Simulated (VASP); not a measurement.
# SiC (P3m1) in VASP: notebook, part 2 of 2

VASP 6.6.1.

### Step 3. Single point, PBE

This run uses another cell than the first one: it holds 16 atoms, not 12.

File INCAR:

```
SYSTEM = SiC
  PREC = Accurate
  ENCUT = 520
  EDIFF = 1E-6
  ISMEAR = 0
  SIGMA = 0.02
  LREAL = Auto
  LASPH = .True.
  NELM = 60
  ALGO = Normal
  ISIF = 2
  LWAVE = .False.
  LCHARG = .False.
  GGA = PE
  NBANDS = 46
```

File KPOINTS:

```
Automatic mesh
0
Gamma
  12 12 2
  0 0 0
```

File POSCAR:

```
SiC
1.0
    3.0929917272      0.0000000000      0.0000000000
   -1.5464958636      2.6786094095      0.0000000000
    0.0000000000      0.0000000000     20.2785122855
Si C
8 8
Direct
    0.0000000000      0.0000000000     -0.0000668188
    0.3333333333      0.6666666667      0.1250527388
    0.0000000000      0.0000000000      0.2501639679
    0.3333333333      0.6666666667      0.3750204680
    0.6666666667      0.3333333333      0.4999304307
    0.3333333333      0.6666666667      0.6247765591
    0.0000000000      0.0000000000      0.7497025111
    0.3333333333      0.6666666667      0.8748102735
    0.0000000000      0.0000000000      0.0938819192
    0.3333333333      0.6666666667      0.2189931780
    0.0000000000      0.0000000000      0.3441327234
    0.3333333333      0.6666666667      0.4687228103
    0.6666666667      0.3333333333      0.5939334141
    0.3333333333      0.6666666667      0.7184954717
    0.0000000000      0.0000000000      0.8436825976
    0.3333333333      0.6666666667      0.9687677554
```

Potentials or basis: VASP PAW PBE potentials, release 64 (Si, C).

Launch:

```sh
$ cat potpaw_PBE.64/Si/POTCAR potpaw_PBE.64/C/POTCAR > POTCAR
$ mpirun -np 1 vasp_std > vasp.out
```

OUTCAR:

```text
SYSTEM = SiC
   PREC = Accurate
   ENCUT = 520
   EDIFF = 1E-6
   ISMEAR = 0
   LREAL = Auto
   LASPH = .True.
   NELM = 60
   ISIF = 2
   GGA = PE

 ion  position               nearest neighbor table
   1  0.000  0.000  1.000-  16 1.89  16 1.89  16 1.89   9 1.91   2 3.10   2 3.10   2 3.10   8 3.10
                             8 3.10   8 3.10
   2  0.333  0.667  0.125-   9 1.89   9 1.89   9 1.89  10 1.90   3 3.10   3 3.10   3 3.10   1 3.10
                             1 3.10   1 3.10
   3  0.000  0.000  0.250-  10 1.89  10 1.89  10 1.89  11 1.91   4 3.10   4 3.10   4 3.10   2 3.10
                             2 3.10   2 3.10
   4  0.333  0.667  0.375-  11 1.89  11 1.89  11 1.89  12 1.90   3 3.10   3 3.10   3 3.10   5 3.10
                             5 3.10   5 3.10
   5  0.667  0.333  0.500-  12 1.89  12 1.89  12 1.89  13 1.91   6 3.10   6 3.10   6 3.10   4 3.10
                             4 3.10   4 3.10
   6  0.333  0.667  0.625-  13 1.89  13 1.89  13 1.89  14 1.90   5 3.10   5 3.10   5 3.10   7 3.10
                             7 3.10   7 3.10
   7  0.000  0.000  0.750-  14 1.89  14 1.89  14 1.89  15 1.91   6 3.10   6 3.10   6 3.10   8 3.10
                             8 3.10   8 3.10
   8  0.333  0.667  0.875-  15 1.89  15 1.89  15 1.89  16 1.91   7 3.10   7 3.10   7 3.10   1 3.10
                             1 3.10   1 3.10
   9  0.000  0.000  0.094-   2 1.89   2 1.89   2 1.89   1 1.91
  10  0.333  0.667  0.219-   3 1.89   3 1.89   3 1.89   2 1.90
  11  0.000  0.000  0.344-   4 1.89   4 1.89   4 1.89   3 1.91
  12  0.333  0.667  0.469-   5 1.89   5 1.89   5 1.89   4 1.90
  13  0.667  0.333  0.594-   6 1.89   6 1.89   6 1.89   5 1.91
  14  0.333  0.667  0.718-   7 1.89   7 1.89   7 1.89   6 1.90
  15  0.000  0.000  0.844-   8 1.89   8 1.89   8 1.89   7 1.91
  16  0.333  0.667  0.969-   1 1.89   1 1.89   1 1.89   8 1.91

  LATTYP: Found a hexagonal cell.
 ALAT       =     3.0929917272
 C/A-ratio  =     6.5562775701

  Lattice vectors:

 A1 = (   3.0929917272,   0.0000000000,   0.0000000000)
 A2 = (  -1.5464958636,   2.6786094095,   0.0000000000)
 A3 = (   0.0000000000,   0.0000000000,  20.2785122855)

Analysis of symmetry for initial positions (statically):
=====================================================================
 Subroutine PRICEL returns:
 Original cell was already a primitive cell.

 Routine SETGRP: Setting up the symmetry group for a
 hexagonal supercell.

 Subroutine GETGRP returns: Found  6 space group operations
 (whereof  6 operations were pure point group operations)
 out of a pool of 24 trial point group operations.

The static configuration has the point symmetry C_3v.

Analysis of symmetry for dynamics (positions and initial velocities):
=====================================================================
 Subroutine PRICEL returns:
 Original cell was already a primitive cell.

 Routine SETGRP: Setting up the symmetry group for a
 hexagonal supercell.

 Subroutine GETGRP returns: Found  6 space group operations
 (whereof  6 operations were pure point group operations)
 out of a pool of 24 trial point group operations.

The dynamic configuration has the point symmetry C_3v.

 Subroutine INISYM returns: Found  6 space group operations
 (whereof  6 operations are pure point group operations),
 and found     1 'primitive' translations

[... 102 lines left out ...]
  0.333333  0.000000  0.500000      6.000000
 [... further k-points ...]
   k-points           NKPTS =     38   k-points in BZ     NKDIM =     38   number of bands    NBANDS=     46
   number of dos      NEDOS =    301   number of ions     NIONS =     16
   total plane-waves  NPLWV =  92160
   dimension x,y,z NGX =    24 NGY =   24 NGZ =  160
   dimension x,y,z NGXF=    48 NGYF=   48 NGZF=  320
   ions per type =               8   8
   NGX,Y,Z   is equivalent  to a cutoff of  12.90, 12.90, 13.12 a.u.
   NGXF,Y,Z  is equivalent  to a cutoff of  25.80, 25.80, 26.23 a.u.
 SYSTEM =  SiC
   PREC   = accura    normal or accurate (medium, high low for compatibility)
   ISTART =      0    job   : 0-new  1-cont  2-samecut
   ICHARG =      2    charge: 1-file 2-atom 10-const
   ISPIN  =      1    spin polarized calculation?
   LNONCOLLINEAR =      F non collinear calculations
   LSORBIT =      F    spin-orbit coupling
   LASPH  =      T    aspherical Exc in radial PAW
   ENCUT  =  520.0 eV  38.22 Ry    6.18 a.u.   5.75  5.75 37.70*2*pi/ulx,y,z
   NELM   =     60;   NELMIN=  2; NELMDL= -5     # of ELM steps
   EDIFF  = 0.1E-05   stopping-criterion for ELM
   LREAL  =      T    real-space projection
   EDIFFG = 0.1E-04   stopping-criterion for IOM
   NSW    =      0    number of steps for IOM
   IBRION =     -1    ionic relax: 0-MD 1-quasi-New 2-CG
   NFREE  =      0    steps in history (QN), initial steepest desc. (CG)
   ISIF   =      2    stress and relaxation
   ISYM   =      2    0-nonsym 1-usesym 2-fastsym
   POTIM  = 0.5000    time-step for ionic-motion
   TEBEG  =    0.0;   TEEND  =   0.0 temperature during run
   PSTRESS=    0.0 pullay stress
   NELECT =      64.0000    total number of electrons
   NUPDOWN=      -1.0000    fix difference up-down
   EMIN   =  10.00;   EMAX   =-10.00  energy-range for DOS
   EFERMI =   0.00;   METHOD = LEGACY
   ISMEAR =     0;   SIGMA  =   0.02  broadening in eV -4-tet -1-fermi 0-gaus
   EFERMI_NEDOS =   21; number of points for ismear=-14 and -15
   IALGO  =     38    algorithm
   IMIX   =      4    mixing-type and parameters
     AMIX     =   0.40;   BMIX     =  1.00
     AMIX_MAG =   1.60;   BMIX_MAG =  1.00
  volume/ion in A,a.u.               =      10.50        70.86
  Fermi-wavevector in a.u.,A,eV,Ry     =   1.186752  2.242637 19.162187  1.408381
  Thomas-Fermi vector in A             =   2.322918
   LORBIT       =      0    0 simple, 1 ext, 2 COOP (PROOUT), +10 PAW based schemes
   GGA     = PE    functional components
   LHFCALC =     F    Hartree Fock is set to
   AEXX    =    0.0000 exact exchange contribution
   IVDW    =     0    specifies the selected vdW correction
   LEPSILON=     F    determine dielectric tensor
   LRPA    =     F    only Hartree local field effects (RPA)
 non-spin polarized calculation
 Gauss-broadening in eV      SIGMA  =   0.02
  energy-cutoff  :      520.00
  volume of cell :      168.01
 maximum number of plane-waves:      4547
 NGX is ok and might be reduce to    24

 number of electron      64.0000002 magnetization

 Free energy of the ion-electron system (eV)
  ---------------------------------------------------
  ext. energy  EPLUGINS =         0.00000000
  ---------------------------------------------------
  free energy    TOTEN  =      -120.47726831 eV

  energy without entropy =     -120.47726831  energy(sigma->0) =     -120.47726831

 E-fermi :   8.1892     XC(G=0): -11.2862

 val. band max:        8.0573666700   @ k =   0.0000   0.0000   0.0000
 cond. band min:      10.3957664551   @ k =   0.5000  -0.0000   0.0000
 fundamental gap:      2.3383997850
 Fermi energy:         8.1892319948

 k-point     1 :       0.0000    0.0000    0.0000
  band No.  band energies     occupation
      1      -7.3629      2.00000
      2      -7.0580      2.00000
      3      -7.0542      2.00000
      4      -6.1865      2.00000
      5      -6.1689      2.00000
      6      -4.8438      2.00000
[... 1117 lines left out ...]
     43      14.7258      0.00000
     44      14.9348      0.00000

 [... further k-points ...]

 [bands above 44 left out]

------------------------ aborting loop because EDIFF is reached ----------------------------------------

  FORCE on cell =-STRESS in cart. coord.  units (eV):
  Direction    XX          YY          ZZ          XY          YZ          ZX
  --------------------------------------------------------------------------------------
  -------------------------------------------------------------------------------------
  Total       -0.0678606     -0.0678606     -0.0559732      0.0000000      0.0000000      0.0000000
  in kB       -0.6471482     -0.6471482     -0.5337847      0.0000000      0.0000000      0.0000000
  external PRESSURE =      -0.6093603 kB  Pullay stress =       0.0000000 kB

 VOLUME and BASIS-vectors are now :
 -----------------------------------------------------------------------------
  energy-cutoff  :      520.00
  volume of cell :      168.01
      direct lattice vectors                 reciprocal lattice vectors
     3.092991727  0.000000000  0.000000000     0.323311566  0.186664020  0.000000000
    -1.546495864  2.678609409  0.000000000     0.000000000  0.373328040  0.000000000
     0.000000000  0.000000000 20.278512285     0.000000000  0.000000000  0.049313282

 POSITION                                       TOTAL-FORCE (eV/Angst)
 -----------------------------------------------------------------------------------
      0.00000      0.00000     20.27716        -0.000000      0.000000     -0.004205
     -0.00000      1.78574      2.53588        -0.000000      0.000000     -0.004171
      0.00000      0.00000      5.07295         0.000000      0.000000     -0.001448
     -0.00000      1.78574      7.60486        -0.000000      0.000000     -0.000038
      1.54650      0.89287     10.13785        -0.000000     -0.000000     -0.004307
     -0.00000      1.78574     12.66954        -0.000000     -0.000000     -0.001011
[... 8 lines left out ...]
      0.00000      0.00000     17.10863         0.000000     -0.000000      0.000847
     -0.00000      1.78574     19.64517         0.000000     -0.000000      0.004929
 -----------------------------------------------------------------------------------
    total drift:                                0.000000     -0.000000     -0.001069

  FREE ENERGIE OF THE ION-ELECTRON SYSTEM (eV)
  ---------------------------------------------------
  free  energy   TOTEN  =      -120.4772683107 eV

  energy  without entropy=     -120.4772683107  energy(sigma->0) =     -120.47726831
```

Run time: 3.3 min. Hardware: 1 thread of Intel Xeon 6975P-C (Granite Rapids), shared host; peak memory 0.37 GiB.

Results:

* Free energy: -120.4773 eV
* Pressure: -0.1 GPa
* Largest force: 0.006 eV/Å
* Band gap on the k mesh: 2.34 eV, indirect (least direct gap 3.50 eV)

Forces on the atoms (eV/Å):
```
Si   0.000  0.000 -0.004
Si   0.000  0.000 -0.004
Si   0.000  0.000 -0.001
Si   0.000  0.000  0.000
Si   0.000  0.000 -0.004
Si   0.000  0.000 -0.001
Si   0.000  0.000 -0.004
Si   0.000  0.000 -0.005
C    0.000  0.000  0.002
C    0.000  0.000  0.003
C    0.000  0.000  0.005
C    0.000  0.000  0.003
C    0.000  0.000  0.000
C    0.000  0.000  0.006
C    0.000  0.000  0.001
C    0.000  0.000  0.005
```

Levels at points of the mesh, in eV from the valence-band top:
```tsv
k point	band 30	band 31	band 32	band 33	band 34	band 35
(0.00, 0.00, 0.00)	-0.09	0.00	0.00	4.75	5.04	5.11
(0.50, 0.00, 0.00)	-1.59	-1.59	-1.16	2.34	2.43	2.94
(0.00, 0.00, 0.50)	-0.10	-0.03	-0.03	4.76	4.95	5.27
(0.50, 0.00, 0.50)	-1.86	-1.30	-1.25	2.36	2.42	2.88
```

A k mesh can miss the band edges. Expect the measured gap to be larger: semilocal functionals such as PBE lack the derivative discontinuity.
